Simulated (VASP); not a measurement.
The system is Sb.

```
Sb
1.0
     3.08334    0.00000    0.00000
     0.00000    3.08334    0.00000
     0.00000    0.00000    3.08334
Sb
1
Direct
  0.00000 0.00000 0.00000
```

| Item | Value |
| --- | --- |
| Program | VASP 6.6.1 |
| Task | relaxation of cell and atoms |
| Functional | PBEsol |
| Potentials or basis | VASP PAW PBE potentials, release 64 (Sb) |
| Cutoff | 600 eV |
| k mesh | 14 × 14 × 14 |
| Occupations | gaussian, width 0.1 eV |
| Spin | no spin polarisation |

At the start: pressure -1.1 GPa; volume 29.31 Å³/atom.

Task: Where does the relaxation end?

Result: Over 3 steps the energy falls by 2.1 meV/atom and the volume is 28.75 Å³/atom (-1.9 %); space group Pm-3m (No. 221, to 0.05 Å).

The path:
```
step  energy change (eV)  largest force (eV/Å)  pressure (GPa)  volume (Å³)
   1              0.0000                0.0000           -1.14        29.31
   2             -0.0014                0.0000            0.69        28.43
   3             -0.0021                0.0000            0.01        28.75
```

Final structure:
```cif
data_structure
_symmetry_space_group_name_H-M 'P 1'
_symmetry_Int_Tables_number 1
_cell_length_a 3.0633
_cell_length_b 3.0633
_cell_length_c 3.0633
_cell_angle_alpha 90.000
_cell_angle_beta 90.000
_cell_angle_gamma 90.000
_cell_volume 28.75
loop_
_atom_site_label
_atom_site_type_symbol
_atom_site_fract_x
_atom_site_fract_y
_atom_site_fract_z
_atom_site_occupancy
Sb1 Sb 0.00000 0.00000 0.00000 1
```

Caveat: the PAW data sets were made with another functional, which shifts forces and pressure a little.
